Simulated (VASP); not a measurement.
Here is a VASP 6.6.1 calculation.

INCAR

```
SYSTEM = Yb
ALGO = Normal
EDIFF = 1E-6
ENCUT = 520
GGA = PS
ISIF = 2
ISMEAR = -1
LASPH = .True.
LCHARG = .True.
LELF = .True.
LREAL = .False.
LVHAR = .True.
LWAVE = .False.
NBANDS = 18
NELM = 80
PREC = Accurate
SIGMA = 0.1
```

Contents of KPOINTS:

```
k-points
0
Gamma
  13 13 13
  0 0 0
```

File POSCAR:

```
Yb
1.0
   -2.0725158816      2.0725158816      2.0725158816
    2.0725158816     -2.0725158816      2.0725158816
    2.0725158816      2.0725158816     -2.0725158816
Yb
1
Direct
    0.0000000000      0.0000000000      0.0000000000
```

Potentials or basis: VASP PAW PBE potentials, release 64 (Yb).

The run is started by

```bash
$ cat potpaw_PBE.64/Yb/POTCAR > POTCAR
$ mpirun -np 1 vasp_std > vasp.out
```

Task: Estimate the pressure.

Result: -2.7 GPa.

Task: What does it give for the band gap on the k mesh?

Result: Zero (bands 12 and 13 overlap by 0.54 eV).

Caveat: the PAW data sets were made with another functional, which shifts forces and pressure a little; spin-orbit coupling is left out, which moves the levels of the heavy elements. Spin polarisation is off, so any magnetic state and its effect on volume and gap are missing.
